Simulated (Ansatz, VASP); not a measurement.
**One calculation of Al, two programs**

```xyz
16
Lattice="5.6324 0.0000 0.0000 0.0000 7.9655 0.0000 0.0000 0.0000 21.2294" Properties=species:S:1:pos:R:3 pbc="T T T"
Al    1.4081    1.9914    4.0000
Al    1.4081    5.9741    4.0000
Al    4.2243    1.9914    4.0000
Al    4.2243    5.9741    4.0000
Al    0.0000    0.0000    5.4081
Al    0.0000    3.9827    5.4081
Al    2.8162    0.0000    5.4081
Al    2.8162    3.9827    5.4081
Al    1.4081    1.9914    6.8803
Al    1.4081    5.9741    6.8803
Al    4.2243    1.9914    6.8803
Al    4.2243    5.9741    6.8803
Al    0.0000    0.0000    8.2294
Al    0.0000    3.9827    8.2294
Al    2.8162    0.0000    8.2294
Al    2.8162    3.9827    8.2294
```

Alike in both runs: task single point; functional PBE; dispersion D3(BJ); k mesh 5 × 4 × 1; occupations gaussian, width 0.1 eV; no spin polarisation.

|  | VASP | Ansatz |
| --- | --- | --- |
| version | VASP 6.6.1 | Ansatz 0.2.0 |
| potentials or method | VASP PAW PBE potentials, release 64 (Al), cutoff 520 eV | scalar-relativistic, plane waves, PAW |
| valence electrons in the cell | 48 | 48 |

```csv
,VASP,Ansatz,Ansatz less VASP
gap on the k mesh at the Fermi level (eV),none,none,-
rms of the force components (eV/Å),0.067,0.067,+0.0006
"work function, face that differs most (eV)",3.99,3.99,-0.003
```

Atom by atom the forces differ by 0.002 eV/Å (rms over components). A gap of «none» marks a metal or a gap that the smearing closes.
